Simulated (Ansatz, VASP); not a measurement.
**MgO in VASP and in Ansatz**

INCAR

```
  ALGO = Normal
  EDIFF = 1E-7
  ENCUT = 520
  GGA = PE
  ISIF = 2
  ISMEAR = 0
  LASPH = True
  LCHARG = False
  LREAL = False
  LWAVE = False
  NBANDS = 16
  NELM = 80
  PREC = Accurate
  SIGMA = 0.05
```

File KPOINTS:

```
k-points
0
Gamma
  9 9 6
```

Contents of POSCAR:

```
MgO
1.0
    3.4509000000      0.0000000000      0.0000000000
   -1.7254500000      2.9885670659      0.0000000000
    0.0000000000      0.0000000000      4.2818000000
Mg O
2 2
Direct
    0.6666666667      0.3333333333      0.7500000000
    0.3333333333      0.6666666667      0.2500000000
    0.6666666667      0.3333333333      0.2500000000
    0.3333333333      0.6666666667      0.7500000000
```

Input for Ansatz:

```yaml
crystal:
  lattice:
    - [3.4509, 0.0, 0.0]
    - [-1.72545, 2.9885670659, 0.0]
    - [0.0, 0.0, 4.2818]
  atoms:
    - { symbol: Mg, position: [0.6666666667, 0.3333333333, 0.75] }
    - { symbol: Mg, position: [0.3333333333, 0.6666666667, 0.25] }
    - { symbol: O, position: [0.6666666667, 0.3333333333, 0.25] }
    - { symbol: O, position: [0.3333333333, 0.6666666667, 0.75] }
basis:
  ecutwfc: 520.0
kpoints:
  mp_grid: { grid: [9, 9, 6] }
hamiltonian:
  xc: pbe
  pseudopotentials: { kind: paw, azcp: { folder: soft_1 } }
scf:
  occupations: { method: gaussian, width: 0.05 }
output:
  forces: true
  stress: true
  eigenvalues: true
  write_density: true
  write_potential: true
  elf: true
  volumetric_format: npy
```

Alike in both runs: task single point; functional PBE; k mesh 9 × 9 × 6; occupations gaussian, width 0.05 eV; no spin polarisation.

```csv
,VASP,Ansatz
version,VASP 6.6.1,Ansatz 0.2.0
potentials or method,"VASP PAW PBE potentials, release 64 (Mg, O), cutoff 520 eV","scalar-relativistic, plane waves, PAW"
valence electrons in the cell,16,32
```

|  | VASP | Ansatz | Ansatz less VASP |
| --- | --- | --- | --- |
| gap on the k mesh at the Fermi level (eV) | 3.38 | 3.40 | +0.021 |
| least direct gap on the mesh (eV) | 3.38 | 3.40 | +0.021 |
| pressure (GPa) | 3.6 | 4.1 | +0.55 |
| traceless stress, the component that is largest in VASP (GPa) | -3.47 | -3.32 | +0.147 |

With one functional, cell and mesh, what is left measures potentials, basis and numerics. VASP's potentials hold 16 valence electrons a cell and Ansatz's 32, so a difference there can come from the potentials and not from the codes.
